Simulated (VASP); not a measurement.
# BiW (CsCl type) (Pm-3m) in VASP: further runs, part 3 of 4

VASP 6.6.1. The steps go on from the part before.

### Step 5. Single point, LDA (volume scaled by 0.6)

Input file INCAR:

```
PREC = Accurate
ENCUT = 520
EDIFF = 1E-6
ISMEAR = -1
SIGMA = 0.1
LREAL = False
LASPH = True
NELM = 80
ALGO = Normal
ISIF = 2
LWAVE = False
LCHARG = False
GGA = CA
NBANDS = 22
```

Input file KPOINTS:

```
Automatic mesh
0
Gamma
  11 11 11
```

Input file POSCAR:

```
BiW
1.0
    2.8463030924      0.0000000000      0.0000000000
    0.0000000000      2.8463030924      0.0000000000
    0.0000000000      0.0000000000      2.8463030924
W Bi
1 1
Direct
    0.0000000000      0.0000000000      0.0000000000
    0.5000000000      0.5000000000      0.5000000000
```

Potentials or basis: VASP PAW LDA potentials, release 64 (W_sv, Bi_d).

The run is started by

```bash
$ cat potpaw_LDA.64/W_sv/POTCAR potpaw_LDA.64/Bi_d/POTCAR > POTCAR
$ mpirun -np 1 vasp_std > vasp.out
```

OUTCAR:

```text
PREC = Accurate
   ENCUT = 520
   EDIFF = 1E-6
   ISMEAR = -1
   LREAL = False
   LASPH = True
   NELM = 80
   ISIF = 2
   GGA = CA

 ion  position               nearest neighbor table
   1  0.000  0.000  0.000-   2 2.46   2 2.46   2 2.46   2 2.46   2 2.46   2 2.46   2 2.46   2 2.46

   2  0.500  0.500  0.500-   1 2.46   1 2.46   1 2.46   1 2.46   1 2.46   1 2.46   1 2.46   1 2.46

  LATTYP: Found a simple cubic cell.
 ALAT       =     2.8463030924

  Lattice vectors:

 A1 = (   2.8463030924,   0.0000000000,   0.0000000000)
 A2 = (   0.0000000000,   2.8463030924,   0.0000000000)
 A3 = (   0.0000000000,   0.0000000000,   2.8463030924)

Analysis of symmetry for initial positions (statically):
=====================================================================
 Subroutine PRICEL returns:
 Original cell was already a primitive cell.

 Routine SETGRP: Setting up the symmetry group for a
 simple cubic supercell.

 Subroutine GETGRP returns: Found 48 space group operations
 (whereof 48 operations were pure point group operations)
 out of a pool of 48 trial point group operations.

The static configuration has the point symmetry O_h .

Analysis of symmetry for dynamics (positions and initial velocities):
=====================================================================
 Subroutine PRICEL returns:
 Original cell was already a primitive cell.

 Routine SETGRP: Setting up the symmetry group for a
 simple cubic supercell.

 Subroutine GETGRP returns: Found 48 space group operations
 (whereof 48 operations were pure point group operations)
 out of a pool of 48 trial point group operations.

The dynamic configuration has the point symmetry O_h .

 Subroutine INISYM returns: Found 48 space group operations
 (whereof 48 operations are pure point group operations),
 and found     1 'primitive' translations

----------------------------------------------------------------------------------------

                                     Primitive cell

  volume of cell :      23.0592

  direct lattice vectors                    reciprocal lattice vectors
     2.846303092  0.000000000  0.000000000     0.351332928  0.000000000  0.000000000
     0.000000000  2.846303092  0.000000000     0.000000000  0.351332928  0.000000000
     0.000000000  0.000000000  2.846303092     0.000000000  0.000000000  0.351332928

  length of vectors
     2.846303092  2.846303092  2.846303092     0.351332928  0.351332928  0.351332928

  position of ions in fractional coordinates (direct lattice)
     0.000000000  0.000000000  0.000000000
     0.500000000  0.500000000  0.500000000

  ion indices of the primitive-cell ions
   primitive index   ion index
                 1           1
                 2           2

----------------------------------------------------------------------------------------

 KPOINTS: Automatic mesh

Automatic generation of k-mesh.
 Grid dimensions read from file:
 generate k-points for:   11   11   11

 Generating k-lattice:

  Cartesian coordinates                     Fractional coordinates (reciprocal lattice)
     0.031939357  0.000000000  0.000000000     0.090909091  0.000000000  0.000000000
     0.000000000  0.031939357  0.000000000     0.000000000  0.090909091  0.000000000
     0.000000000  0.000000000  0.031939357     0.000000000  0.000000000  0.090909091

  Length of vectors
     0.031939357  0.031939357  0.031939357

  Shift w.r.t. Gamma in fractional coordinates (k-lattice)
     0.000000000  0.000000000  0.000000000

 Subroutine IBZKPT returns following result:
 ===========================================

 Found     56 irreducible k-points:

 Following reciprocal coordinates:
            Coordinates               Weight
  0.000000  0.000000  0.000000      1.000000
  0.090909  0.000000  0.000000      6.000000
  0.181818  0.000000  0.000000      6.000000
  0.272727  0.000000  0.000000      6.000000
  0.363636  0.000000  0.000000      6.000000
  0.454545  0.000000  0.000000      6.000000
[... 16 lines left out ...]
  0.181818  0.090909  0.090909     24.000000
  0.272727  0.090909  0.090909     24.000000
 [... further k-points ...]
   k-points           NKPTS =     56   k-points in BZ     NKDIM =     56   number of bands    NBANDS=     22
   number of dos      NEDOS =    301   number of ions     NIONS =      2
   total plane-waves  NPLWV =  13824
   dimension x,y,z NGX =    24 NGY =   24 NGZ =   24
   dimension x,y,z NGXF=    48 NGYF=   48 NGZF=   48
   ions per type =               1   1
   NGX,Y,Z   is equivalent  to a cutoff of  14.02, 14.02, 14.02 a.u.
   NGXF,Y,Z  is equivalent  to a cutoff of  28.04, 28.04, 28.04 a.u.
 SYSTEM =  unknown system
   PREC   = accura    normal or accurate (medium, high low for compatibility)
   ISTART =      0    job   : 0-new  1-cont  2-samecut
   ICHARG =      2    charge: 1-file 2-atom 10-const
   ISPIN  =      1    spin polarized calculation?
   LNONCOLLINEAR =      F non collinear calculations
   LSORBIT =      F    spin-orbit coupling
   LASPH  =      T    aspherical Exc in radial PAW
   ENCUT  =  520.0 eV  38.22 Ry    6.18 a.u.   5.29  5.29  5.29*2*pi/ulx,y,z
   NELM   =     80;   NELMIN=  2; NELMDL= -5     # of ELM steps
   EDIFF  = 0.1E-05   stopping-criterion for ELM
   LREAL  =      F    real-space projection
   EDIFFG = 0.1E-04   stopping-criterion for IOM
   NSW    =      0    number of steps for IOM
   IBRION =     -1    ionic relax: 0-MD 1-quasi-New 2-CG
   NFREE  =      0    steps in history (QN), initial steepest desc. (CG)
   ISIF   =      2    stress and relaxation
   ISYM   =      2    0-nonsym 1-usesym 2-fastsym
   POTIM  = 0.5000    time-step for ionic-motion
   TEBEG  =    0.0;   TEEND  =   0.0 temperature during run
   PSTRESS=    0.0 pullay stress
   NELECT =      29.0000    total number of electrons
   NUPDOWN=      -1.0000    fix difference up-down
   EMIN   =  10.00;   EMAX   =-10.00  energy-range for DOS
   EFERMI =   0.00;   METHOD = LEGACY
   ISMEAR =    -1;   SIGMA  =   0.10  broadening in eV -4-tet -1-fermi 0-gaus
   EFERMI_NEDOS =   21; number of points for ismear=-14 and -15
   IALGO  =     38    algorithm
   IMIX   =      4    mixing-type and parameters
     AMIX     =   0.40;   BMIX     =  1.00
     AMIX_MAG =   1.60;   BMIX_MAG =  1.00
  volume/ion in A,a.u.               =      11.53        77.81
  Fermi-wavevector in a.u.,A,eV,Ry     =   1.767094  3.339324 42.485847  3.122622
  Thomas-Fermi vector in A             =   2.834547
   LORBIT       =      0    0 simple, 1 ext, 2 COOP (PROOUT), +10 PAW based schemes
   GGA     = CA    functional components
   LHFCALC =     F    Hartree Fock is set to
   AEXX    =    0.0000 exact exchange contribution
   IVDW    =     0    specifies the selected vdW correction
   LEPSILON=     F    determine dielectric tensor
   LRPA    =     F    only Hartree local field effects (RPA)
 non-spin polarized calculation
  energy-cutoff  :      520.00
  volume of cell :       23.06
 maximum number of plane-waves:       639
 NGX is ok and might be reduce to    24
   NGX = 11   NGY = 11   NGZ = 11

 number of electron      29.0000003 magnetization

 Free energy of the ion-electron system (eV)
  ---------------------------------------------------
  ext. energy  EPLUGINS =         0.00000000
  ---------------------------------------------------
  free energy    TOTEN  =        -7.74185737 eV

  energy without entropy =       -7.69967088  energy(sigma->0) =       -7.72076412

 E-fermi :  21.9230     XC(G=0): -15.9180

 val. band max:       21.9205858507   @ k =   0.4545   0.4545   0.0909
 cond. band min:      21.9975600684   @ k =   0.2727   0.2727   0.0000
 fundamental gap:      0.0769742177
 Fermi energy:        21.9229727233

 k-point     1 :       0.0000    0.0000    0.0000
  band No.  band energies     occupation
      1     -51.1897      2.00000
      2     -15.9636      2.00000
      3     -15.9636      2.00000
      4     -15.9636      2.00000
      5      -3.7925      2.00000
      6      -3.7925      2.00000
[... 14 lines left out ...]
     21      33.2448      0.00000
     22      33.2448      0.00000

 k-point     2 :       0.0909    0.0000    0.0000
  band No.  band energies     occupation
      1     -51.1855      2.00000
      2     -16.0527      2.00000
      3     -15.9634      2.00000
      4     -15.9634      2.00000
      5      -3.7787      2.00000
      6      -3.7035      2.00000
[... 14 lines left out ...]
     21      33.7136      0.00000
     22      34.0074      0.00000
[... 523 lines left out ...]
     21      34.7898      0.00000
     22      37.2861      0.00000

 k-point    24 :       0.2727    0.0909    0.0909
  band No.  band energies     occupation
      1     -51.1514      2.00000
      2     -16.5525      2.00000
      3     -16.0281      2.00000
      4     -16.0256      2.00000
      5      -3.5732      2.00000
      6      -3.0924      2.00000
[... 14 lines left out ...]
     21      36.5906      0.00000
     22      37.6237      0.00000

 [... further k-points ...]
[... 5 lines left out ...]
  --------------------------------------------------------------------------------------
  -------------------------------------------------------------------------------------
  Total       41.9757050     41.9757050     41.9757050      0.0000000      0.0000000     -0.0000000
  in kB     2916.5212633   2916.5212633   2916.5212633      0.0000000      0.0000000     -0.0000000
  external PRESSURE =    2916.5212633 kB  Pullay stress =       0.0000000 kB

 VOLUME and BASIS-vectors are now :
 -----------------------------------------------------------------------------
  energy-cutoff  :      520.00
  volume of cell :       23.06
      direct lattice vectors                 reciprocal lattice vectors
     2.846303092  0.000000000  0.000000000     0.351332928  0.000000000  0.000000000
     0.000000000  2.846303092  0.000000000     0.000000000  0.351332928  0.000000000
     0.000000000  0.000000000  2.846303092     0.000000000  0.000000000  0.351332928

 POSITION                                       TOTAL-FORCE (eV/Angst)
 -----------------------------------------------------------------------------------
      0.00000      0.00000      0.00000         0.000000      0.000000      0.000000
      1.42315      1.42315      1.42315         0.000000      0.000000      0.000000
 -----------------------------------------------------------------------------------
    total drift:                                0.000000      0.000000     -0.000000

  FREE ENERGIE OF THE ION-ELECTRON SYSTEM (eV)
  ---------------------------------------------------
  free  energy   TOTEN  =        -7.7418573668 eV

  energy  without entropy=       -7.6996708757  energy(sigma->0) =       -7.72076412
```

OSZICAR:

```text
N       E                     dE             d eps       ncg     rms          rms(c)
DAV:   1     0.278425023286E+03    0.27843E+03   -0.14418E+04  2618   0.187E+03
DAV:   2     0.612384102312E+01   -0.27230E+03   -0.26251E+03  2536   0.482E+02
DAV:   3    -0.817238964759E+01   -0.14296E+02   -0.14071E+02  2886   0.110E+02
DAV:   4    -0.842835911890E+01   -0.25597E+00   -0.25573E+00  2768   0.142E+01
DAV:   5    -0.843582410402E+01   -0.74650E-02   -0.74647E-02  3214   0.250E+00    0.421E+01
DAV:   6    -0.797144456071E+01    0.46438E+00   -0.16055E-01  3138   0.767E+00    0.243E+01
DAV:   7    -0.774458542972E+01    0.22686E+00   -0.16803E-01  3322   0.661E+00    0.369E-01
DAV:   8    -0.774244416741E+01    0.21413E-02   -0.12785E-02  3414   0.160E+00    0.278E-01
DAV:   9    -0.774186157281E+01    0.58259E-03   -0.76810E-04  3474   0.364E-01    0.311E-02
DAV:  10    -0.774185775136E+01    0.38214E-05   -0.21762E-05  3380   0.494E-02    0.892E-03
DAV:  11    -0.774185736678E+01    0.38458E-06   -0.76173E-07  2134   0.973E-03
   1 F= -.77418574E+01 E0= -.77207641E+01  d E =-.421865E-01
```

Run time: 14 s. Hardware: 1 thread of Intel Xeon Platinum 8375C at 2.90GHz (Ice Lake), shared host; peak memory 0.14 GiB.

What came out:

```yaml
Free_energy: -7.7419 eV
Pressure: 291.7 GPa
```

Caveat: spin-orbit coupling is left out, which moves the levels of the heavy elements.

(Continued in part 4 of 4.)
